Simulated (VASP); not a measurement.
Set up this calculation in VASP 6.6.1, as the native input.

```
Task                   : single point
Functional             : r2SCAN
Potentials or basis    : VASP PAW PBE potentials, release 64 (Pb_d)
Cutoff                 : 520 eV
k mesh                 : 6 × 6 × 6
Occupations            : gaussian, width 0.1 eV
Spin                   : no spin polarisation
Dipole correction      : no
Further INCAR settings : ALGO = Normal; EDIFF = 1e-07; NBANDS = 28
```

Crystal: Pb.

```
CELL_PARAMETERS angstrom
1.86294 1.07557 9.00350
-1.86294 1.07557 9.00350
0.00000 -2.15114 9.00350
ATOMIC_POSITIONS crystal
Pb 0.00000 0.00000 0.00000
Pb 0.22222 0.22222 0.22222
Pb 0.77778 0.77778 0.77778
```

One way to write it, as run:

POSCAR

```
Pb
1.0
    1.8629447514      1.0755716537      9.0034950885
   -1.8629447514      1.0755716537      9.0034950885
    0.0000000000     -2.1511433075      9.0034950885
Pb
3
Direct
    0.0000000000      0.0000000000      0.0000000000
    0.2222200000      0.2222200000      0.2222200000
    0.7777800000      0.7777800000      0.7777800000
```

INCAR.step1

```
PREC = Accurate ; ENCUT = 520
ISMEAR = 0 ; SIGMA = 0.1
LREAL = False ; LASPH = True
NELM = 100 ; NBANDS = 28
GGA = PE ; ALGO = Normal
EDIFF = 1E-4 ; LWAVE = True
LCHARG = False
```

INCAR.step2

```
PREC = Accurate ; ENCUT = 520
EDIFF = 1E-7 ; ISMEAR = 0
SIGMA = 0.1 ; LREAL = False
LASPH = True ; NELM = 100
ALGO = Normal ; ISIF = 2
LWAVE = False ; LCHARG = False
METAGGA = R2SCAN ; LMIXTAU = True
NBANDS = 28 ; ISTART = 1
```

KPOINTS

```
regular mesh
0
Gamma
  6 6 6
```

Potentials or basis: VASP PAW PBE potentials, release 64 (Pb_d).

The run is started by

```bash
$ cat potpaw_PBE.64/Pb_d/POTCAR > POTCAR
$ cp INCAR.step1 INCAR
$ mpirun -np 1 vasp_std > vasp.out
$ cp INCAR.step2 INCAR
$ mpirun -np 1 vasp_std > vasp.out
```

Results of the run:

The pressure is -4.3 GPa and the largest force is 0.258 eV/Å. The band gap on the k mesh is zero (bands 21 and 22 overlap by 6.39 eV).

Caveat: the cell stands under tension; the PAW data sets were made with another functional, which shifts forces and pressure a little; spin-orbit coupling is left out, which moves the levels of the heavy elements.

It took 22 min on 1 thread of Intel(R) Xeon(R) Platinum 8488C (Sapphire Rapids), with other jobs on the host, peak memory 0.75 GiB.
